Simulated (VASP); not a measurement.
# Sn3C (P-4m2) in VASP: single point with HSE06

Aim: the single point of Sn3C with HSE06.

Everything below comes from runs of VASP 6.6.1. Logs are shortened: lines on timing, memory, paths and dates and some standing lists are left out, and cuts for length are marked.

## 1. The cell of the first run

It takes space group P-4m2 (No. 115, tetragonal). The conventional cell has a = 3.881 Å, b = 3.881 Å, c = 6.558 Å, α = 90.00°, β = 90.00°, γ = 90.00°. C (site symmetry -4m2) has 4 Sn at 2.27 Å within 3.0 Å. Sn (site symmetry 2mm) has 2 C at 2.27 Å and 2 Sn at 2.86 Å within 3.0 Å. Sn (site symmetry -4m2) has 8 Sn at 2.86 to 3.88 Å within 3.9 Å.

## 2. Single point, HSE06

Input file POSCAR:

```
Sn3C
1.0
    3.8806938750      0.0000000000      0.0000000000
    0.0000000000      3.8806938750      0.0000000000
    0.0000000000      0.0000000000      6.5575212838
C Sn
1 3
Direct
    0.0000000000      0.0000000000      0.0000000000
    0.0000000000      0.5000000000      0.1788197006
    0.5000000000      0.5000000000      0.5000000000
    0.5000000000      0.0000000000      0.8211802994
```

Input file INCAR.step1:

```
ALGO     = Normal         # electronic algorithm
EDIFF    = 1E-5           # SCF threshold, eV
ENCUT    = 520            # plane-wave cutoff, eV
GGA      = PE             # functional
GGA_COMPAT= False        
ISIF     = 2              # what is computed and relaxed
ISMEAR   = -1             # smearing method
LASPH    = True           # aspherical terms in the spheres
LCHARG   = False          # write CHGCAR
LREAL    = False          # projectors in reciprocal space
LWAVE    = True           # write WAVECAR
NBANDS   = 31             # bands
NELM     = 120            # most SCF steps
PREC     = Accurate       # precision mode
SIGMA    = 0.02           # smearing width, eV
```

Input file INCAR.step2:

```
ALGO     = Normal         # electronic algorithm
EDIFF    = 1E-6           # SCF threshold, eV
ENCUT    = 520            # plane-wave cutoff, eV
GGA      = PE             # functional
GGA_COMPAT= False        
HFSCREEN = 0.2079         # screening, 1/A
ISIF     = 2              # what is computed and relaxed
ISMEAR   = -1             # smearing method
ISTART   = 1            
LASPH    = True           # aspherical terms in the spheres
LCHARG   = False          # write CHGCAR
LHFCALC  = True           # exact exchange
LREAL    = False          # projectors in reciprocal space
LWAVE    = False          # write WAVECAR
NBANDS   = 31             # bands
NELM     = 120            # most SCF steps
PREC     = Accurate       # precision mode
PRECFOCK = Normal       
SIGMA    = 0.02           # smearing width, eV
```

Input file KPOINTS:

```
k-points
0
Gamma
  4 4 2
```

Potentials or basis: VASP PAW PBE potentials, release 64 (C, Sn_d).

Started as:

```
cat potpaw_PBE.64/C/POTCAR potpaw_PBE.64/Sn_d/POTCAR > POTCAR
cp INCAR.step1 INCAR
mpirun -np 1 vasp_std > vasp.out
cp INCAR.step2 INCAR
mpirun -np 1 vasp_std > vasp.out
```

OUTCAR:

```text
EDIFF = 1E-6
   ENCUT = 520
   GGA = PE
   HFSCREEN = 0.2079
   ISIF = 2
   ISMEAR = -1
   ISTART = 1
   LASPH = True
   LHFCALC = True
   LREAL = False
   NELM = 120
   PREC = Accurate
   PRECFOCK = Normal

 ion  position               nearest neighbor table
   1  0.000  0.000  0.000-   2 2.27   4 2.27   2 2.27   4 2.27
   2  0.000  0.500  0.179-   1 2.27   1 2.27   3 2.86   3 2.86   4 3.61   4 3.61   4 3.61   4 3.61

   3  0.500  0.500  0.500-   2 2.86   4 2.86   4 2.86   2 2.86
   4  0.500  0.000  0.821-   1 2.27   1 2.27   3 2.86   3 2.86   2 3.61   2 3.61   2 3.61   2 3.61

  LATTYP: Found a simple tetragonal cell.
 ALAT       =     3.8806938750
 C/A-ratio  =     1.6897806153

  Lattice vectors:

 A1 = (   3.8806938750,   0.0000000000,   0.0000000000)
 A2 = (   0.0000000000,   3.8806938750,   0.0000000000)
 A3 = (   0.0000000000,   0.0000000000,   6.5575212838)

Analysis of symmetry for initial positions (statically):
=====================================================================
 Subroutine PRICEL returns:
 Original cell was already a primitive cell.

 Routine SETGRP: Setting up the symmetry group for a
 simple tetragonal supercell.

 Subroutine GETGRP returns: Found  8 space group operations
 (whereof  8 operations were pure point group operations)
 out of a pool of 16 trial point group operations.

The static configuration has the point symmetry D_2d.

Analysis of symmetry for dynamics (positions and initial velocities):
=====================================================================
 Subroutine PRICEL returns:
 Original cell was already a primitive cell.

 Routine SETGRP: Setting up the symmetry group for a
 simple tetragonal supercell.

 Subroutine GETGRP returns: Found  8 space group operations
 (whereof  8 operations were pure point group operations)
 out of a pool of 16 trial point group operations.

The dynamic configuration has the point symmetry D_2d.

 Subroutine INISYM returns: Found  8 space group operations
 (whereof  8 operations are pure point group operations),
 and found     1 'primitive' translations

----------------------------------------------------------------------------------------

                                     Primitive cell

  volume of cell :      98.7549

  direct lattice vectors                    reciprocal lattice vectors
     3.880693875  0.000000000  0.000000000     0.257685876  0.000000000  0.000000000
     0.000000000  3.880693875  0.000000000     0.000000000  0.257685876  0.000000000
[... 84 lines left out ...]
   POTIM  = 0.5000    time-step for ionic-motion
   TEBEG  =    0.0;   TEEND  =   0.0 temperature during run
   PSTRESS=    0.0 pullay stress
   NELECT =      46.0000    total number of electrons
   NUPDOWN=      -1.0000    fix difference up-down
   EMIN   =  10.00;   EMAX   =-10.00  energy-range for DOS
   EFERMI =   0.00;   METHOD = LEGACY
   ISMEAR =    -1;   SIGMA  =   0.02  broadening in eV -4-tet -1-fermi 0-gaus
   EFERMI_NEDOS =   21; number of points for ismear=-14 and -15
   IALGO  =     38    algorithm
   IMIX   =      1    mixing-type and parameters
     AMIX     =   0.40;   BMIX     =  1.00
     AMIX_MAG =   1.60;   BMIX_MAG =  1.00
  volume/ion in A,a.u.               =      24.69       166.61
  Fermi-wavevector in a.u.,A,eV,Ry     =   1.269038  2.398134 21.911603  1.610457
  Thomas-Fermi vector in A             =   2.402101
   LORBIT       =      0    0 simple, 1 ext, 2 COOP (PROOUT), +10 PAW based schemes
   GGA     = PE    functional components
   LHFCALC =     T    Hartree Fock is set to
   PRECFOCK=normal    Normal, Fast or Accurate (Low or Medium for compatibility)
   ENCUT4O =  -1.0   cutoff for four orbital integrals eV
   NKREDX  =     1    reduce k-point grid by
   NKREDY  =     1    reduce k-point grid by
   NKREDZ  =     1    reduce k-point grid by
   AEXX    =    0.2500 exact exchange contribution
   HFSCREEN=    0.2079 screening length (either q_TF or 0.3 A-1)
   HFSCREENC=   0.2079 screening length for correlation (either q_TF or 0.3 A-1)
   ENCUTFOCK=  -1.0 apply spherical cutoff to Coloumb kernel
   IVDW    =     0    specifies the selected vdW correction
   LEPSILON=     F    determine dielectric tensor
   LRPA    =     F    only Hartree local field effects (RPA)
 non-spin polarized calculation
  energy-cutoff  :      520.00
  volume of cell :       98.75
 maximum number of plane-waves:      2690
 NGX is ok and might be reduce to    30
  NGX = 24; NGY = 24; NGZ = 40

 number of electron      45.9999961 magnetization

 Free energy of the ion-electron system (eV)
  ---------------------------------------------------
  ext. energy  EPLUGINS =         0.00000000
  ---------------------------------------------------
  free energy    TOTEN  =       -20.96077159 eV

  energy without entropy =      -20.95726046  energy(sigma->0) =      -20.95901602

 E-fermi :   7.5609     XC(G=0):  -8.1187

 val. band max:        7.5410427029   @ k =   0.2500   0.0000   0.5000
 cond. band min:       7.6492171471   @ k =   0.5000   0.2500   0.5000
 fundamental gap:      0.1081744442
 Fermi energy:         7.5608912428

 k-point     1 :       0.0000    0.0000    0.0000
  band No.  band energies     occupation
      1     -17.4223      2.00000
      2     -17.4223      2.00000
      3     -17.3831      2.00000
      4     -17.3273      2.00000
      5     -17.2487      2.00000
      6     -17.2226      2.00000
[... 397 lines left out ...]
     30      12.3579      0.00000
     31      12.3579      0.00000

------------------------ aborting loop because EDIFF is reached ----------------------------------------

  FORCE on cell =-STRESS in cart. coord.  units (eV):
  Direction    XX          YY          ZZ          XY          YZ          ZX
  --------------------------------------------------------------------------------------
  -------------------------------------------------------------------------------------
  Total       -0.7512878     -0.7512878      1.1012670      0.0000000      0.0000000      0.0000000
  in kB      -12.1887296    -12.1887296     17.8667163      0.0000000      0.0000000      0.0000000
  external PRESSURE =      -2.1702477 kB  Pullay stress =       0.0000000 kB

 VOLUME and BASIS-vectors are now :
 -----------------------------------------------------------------------------
  energy-cutoff  :      520.00
  volume of cell :       98.75
      direct lattice vectors                 reciprocal lattice vectors
     3.880693875  0.000000000  0.000000000     0.257685876  0.000000000  0.000000000
     0.000000000  3.880693875  0.000000000     0.000000000  0.257685876  0.000000000
     0.000000000  0.000000000  6.557521284     0.000000000  0.000000000  0.152496646

 POSITION                                       TOTAL-FORCE (eV/Angst)
 -----------------------------------------------------------------------------------
      0.00000      0.00000      0.00000         0.000000      0.000000      0.000000
      0.00000      1.94035      1.17261         0.000000      0.000000     -0.579808
      1.94035      1.94035      3.27876         0.000000      0.000000      0.000000
      1.94035      0.00000      5.38491        -0.000000      0.000000      0.579808
 -----------------------------------------------------------------------------------
    total drift:                                0.000005     -0.000005      0.000011

  FREE ENERGIE OF THE ION-ELECTRON SYSTEM (eV)
  ---------------------------------------------------
  free  energy   TOTEN  =       -20.9607715852 eV

  energy  without entropy=      -20.9572604565  energy(sigma->0) =      -20.95901602
```

OUTCAR.step1:

```text
EDIFF = 1E-5
   ENCUT = 520
   GGA = PE
   ISIF = 2
[... 624 lines left out ...]
      0.00000      0.00000      0.00000         0.000000      0.000000      0.000000
      0.00000      1.94035      1.17261        -0.000000     -0.000000     -0.473179
      1.94035      1.94035      3.27876         0.000000     -0.000000      0.000000
      1.94035      0.00000      5.38491         0.000000     -0.000000      0.473179
 -----------------------------------------------------------------------------------
    total drift:                                0.000000     -0.000000      0.000000

  FREE ENERGIE OF THE ION-ELECTRON SYSTEM (eV)
  ---------------------------------------------------
  free  energy   TOTEN  =       -17.8975587567 eV

  energy  without entropy=      -17.8905288116  energy(sigma->0) =      -17.89404378
```

OSZICAR.step1:

```text
N       E                     dE             d eps       ncg     rms          rms(c)
DAV:   1     0.443165592739E+03    0.44317E+03   -0.23268E+04   765   0.227E+03
DAV:   2     0.427794817910E+02   -0.40039E+03   -0.38716E+03   744   0.555E+02
DAV:   3    -0.166473152074E+02   -0.59427E+02   -0.57977E+02   871   0.181E+02
DAV:   4    -0.198062676658E+02   -0.31590E+01   -0.31315E+01   843   0.441E+01
DAV:   5    -0.199162067894E+02   -0.10994E+00   -0.10991E+00   926   0.847E+00    0.804E+00
DAV:   6    -0.180590534882E+02    0.18572E+01   -0.10342E+01  1081   0.200E+01    0.419E+00
DAV:   7    -0.179087390228E+02    0.15031E+00   -0.18364E+00   869   0.117E+01    0.211E+00
DAV:   8    -0.179016509126E+02    0.70881E-02   -0.28810E-01   968   0.341E+00    0.747E-01
DAV:   9    -0.178966194280E+02    0.50315E-02   -0.27077E-02   945   0.129E+00    0.172E-01
DAV:  10    -0.178973981704E+02   -0.77874E-03   -0.53992E-03   863   0.107E+00    0.939E-02
DAV:  11    -0.178975229088E+02   -0.12474E-03   -0.46593E-04  1025   0.265E-01    0.364E-02
DAV:  12    -0.178975587934E+02   -0.35885E-04   -0.69788E-05   877   0.701E-02    0.924E-03
DAV:  13    -0.178975587567E+02    0.36775E-07   -0.90118E-06   512   0.403E-02
   1 F= -.17897559E+02 E0= -.17894044E+02  d E =-.702995E-02
```

Wall time 86 min (1 thread of Oxide Virtual Turin-like, shared host); peak memory 0.32 GiB.

What came out:

- Free energy: -20.9608 eV
- Pressure: -0.2 GPa
- Largest force: 0.580 eV/Å
- Band gap on the k mesh: zero (bands 23 and 24 overlap by 2.24 eV)

Forces in eV/Å, atoms in the order of the input:
```
C    0.000  0.000  0.000
Sn   0.000  0.000 -0.580
Sn   0.000  0.000  0.000
Sn   0.000  0.000  0.580
```

Stress tensor (GPa, compression positive):
```
-1.22  0.00  0.00
 0.00 -1.22  0.00
 0.00  0.00  1.79
```

Caveat: the k points lie up to 0.48 Å⁻¹ apart, too coarse for converged energies and pressures of a metal; the PAW data sets were made with another functional, which shifts forces and pressure a little; spin-orbit coupling is left out, which moves the levels of the heavy elements.

The gap in the log of VASP goes by the Fermi energy; the results here count the filled bands.